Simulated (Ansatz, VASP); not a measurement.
# Si2Ge2Ir: VASP beside Ansatz

Contents of INCAR:

```
SYSTEM = Si2Ge2Ir
ALGO = Normal
EDIFF = 1E-7
EDIFFG = -0.08
ENCUT = 500
GGA = PE
GGA_COMPAT = .FALSE.
IBRION = 2
ISIF = 3
ISMEAR = 0
LASPH = .TRUE.
LCHARG = .FALSE.
LREAL = .FALSE.
LWAVE = .FALSE.
NELM = 120
NELMIN = 4
NSW = 36
PREC = Accurate
SIGMA = 0.2
```

The input KPOINTS:

```
k-points
0
G
  5 5 5
  0 0 0
```

File POSCAR:

```
Si2Ge2Ir
1.0
   -2.2762039600      2.2762039600      4.2401102300
    2.2762039600     -2.2762039600      4.2401102300
    2.2762039600      2.2762039600     -4.2401102300
Si Ge Ir
2 2 1
Direct
    0.7500000000      0.2500000000      0.5000000000
    0.2500000000      0.7500000000      0.5000000000
    0.5000000000      0.0000000000      0.5000000000
    0.0000000000      0.5000000000      0.5000000000
    0.5000000000      0.5000000000      0.0000000000
```

Input for Ansatz:

```yaml
crystal:
  lattice:
    - [-2.27620396, 2.27620396, 4.24011023]
    - [2.27620396, -2.27620396, 4.24011023]
    - [2.27620396, 2.27620396, -4.24011023]
  atoms:
    - { symbol: Si, position: [0.75, 0.25, 0.5] }
    - { symbol: Si, position: [0.25, 0.75, 0.5] }
    - { symbol: Ge, position: [0.5, 0.0, 0.5] }
    - { symbol: Ge, position: [0.0, 0.5, 0.5] }
    - { symbol: Ir, position: [0.5, 0.5, 0.0] }
basis:
  ecutwfc: 420
kpoints:
  mp_grid: { grid: [5, 5, 5] }
hamiltonian:
  xc: pbe
scf:
  occupations: { method: gaussian, width: 0.2 }
  lower_state_search: "off"
output:
  forces: true
  stress: true
  eigenvalues: true
relax:
  adjacent_minimum: "off"
  f_tol: 0.08
  max_steps: 16
  cell: { stress_tol: 0.8 }
```

Alike in both runs: task relaxation of cell and atoms; functional PBE; k mesh 5 × 5 × 5; occupations gaussian, width 0.2 eV; no spin polarisation.

|  | VASP | Ansatz |
| --- | --- | --- |
| version | VASP 6.6.1 | Ansatz 0.2.0 |
| potentials or method | VASP PAW PBE potentials, release 64 (Si, Ge_d, Ir), cutoff 500 eV | scalar-relativistic, plane waves, PAW |
| valence electrons in the cell | 45 | 53 |

|  | VASP | Ansatz | Ansatz less VASP |
| --- | --- | --- | --- |
| gap on the k mesh at the Fermi level, each at its own relaxed structure (eV) | none | none | - |
| relaxed volume (Å³/atom) | 23.12 | 23.02 | -0.110 |
| relaxed length of the cell vector where the two differ most in proportion (Å) | 6.193 | 6.189 | -0.0037 |

A gap of «none» marks a metal or a gap that the smearing closes. VASP's potentials hold 45 valence electrons a cell and Ansatz's 53, so a difference there can come from the potentials and not from the codes.

The k mesh is coarse, so the values compare programs but aren't converged. Spin-orbit coupling is off throughout. Noted on VASP's run: the volume moved by over 15 % at a fixed basis, so the end points are rough.
